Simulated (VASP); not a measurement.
Write the native input for VASP 6.6.1 that does the following.

- Task: G0W0 quasiparticle levels
- Functional: PBE
- Potentials or basis: VASP PAW PBE potentials, release 64 (Na_sv_GW, Cl_GW)
- Cutoff: 500 eV
- k mesh: 4 × 4 × 4
- Occupations: gaussian, width 0.01 eV
- Spin: no spin polarisation
- Dipole correction: no
- GW scheme: G0W0
- GW iterations: 1
- Cutoff of the response function: 150
- Frequency points: 96
- Empty bands: 188
- Further INCAR settings: ALGO = EVGW0; EDIFF = 1e-08; NBANDS = 196

The system is NaCl.

```xyz
2
Lattice="-0.0661 2.7927 2.7927 2.7927 -0.0661 2.7927 2.7927 2.7927 -0.0661" Properties=species:S:1:pos:R:3 pbc="T T T"
Na    0.0000    0.0000    0.0000
Cl    2.7596    2.7596    2.7596
```

One way to write it, as run:

POSCAR

```
NaCl
1.0
   -0.0660881072      2.7926646947      2.7926646947
    2.7926646947     -0.0660881072      2.7926646947
    2.7926646947      2.7926646947     -0.0660881072
Na Cl
1 1
Direct
    0.0000000000      0.0000000000      0.0000000000
    0.5000000000      0.5000000000      0.5000000000
```

INCAR.step1

```
PREC = Accurate
ENCUT = 500
EDIFF = 1E-8
ISMEAR = 0
SIGMA = 0.01
LREAL = F
LASPH = T
NELM = 80
ALGO = Normal
LWAVE = T
LCHARG = F
GGA = PE
```

INCAR.step2

```
PREC = Accurate
ENCUT = 500
EDIFF = 1E-8
ISMEAR = 0
SIGMA = 0.01
LREAL = F
LASPH = T
NELM = 1
ALGO = Exact
LWAVE = T
LCHARG = F
GGA = PE
NBANDS = 196
LOPTICS = T
ISTART = 1
```

INCAR.step3

```
PREC = Accurate
ENCUT = 500
EDIFF = 1E-8
ISMEAR = 0
SIGMA = 0.01
LREAL = F
LASPH = T
ALGO = EVGW0
LWAVE = F
LCHARG = F
GGA = PE
NELMGW = 1
NBANDS = 196
ENCUTGW = 150.0
NOMEGA = 96
PRECFOCK = Fast
ISTART = 1
NBANDSGW = 16
OMEGAMAX = 20
```

KPOINTS

```
regular mesh
0
Gamma
  4 4 4
```

Potentials or basis: VASP PAW PBE potentials, release 64 (Na_sv_GW, Cl_GW).

Launch:

```bash
$ cat potpaw_PBE.64/Na_sv_GW/POTCAR potpaw_PBE.64/Cl_GW/POTCAR > POTCAR
$ cp INCAR.step1 INCAR
$ mpirun -np 1 vasp_std > vasp.out
$ cp INCAR.step2 INCAR
$ mpirun -np 1 vasp_std > vasp.out
$ cp INCAR.step3 INCAR
$ mpirun -np 1 vasp_std > vasp.out
```

Results of the run:

* Quasiparticle gap: 7.86 eV
* Least direct quasiparticle gap: 7.86 eV
* Band gap of the starting levels on the mesh: 5.00 eV
* Least direct gap of the starting levels on the mesh: 5.00 eV

Caveat: the k points lie up to 0.48 Å⁻¹ apart; bands, screening cutoff and mesh are small and nothing is extrapolated, so the quasiparticle values aren't converged.

It took 5.8 min on 1 thread of Intel Xeon 8259CL (shared host), peak memory 0.57 GiB.
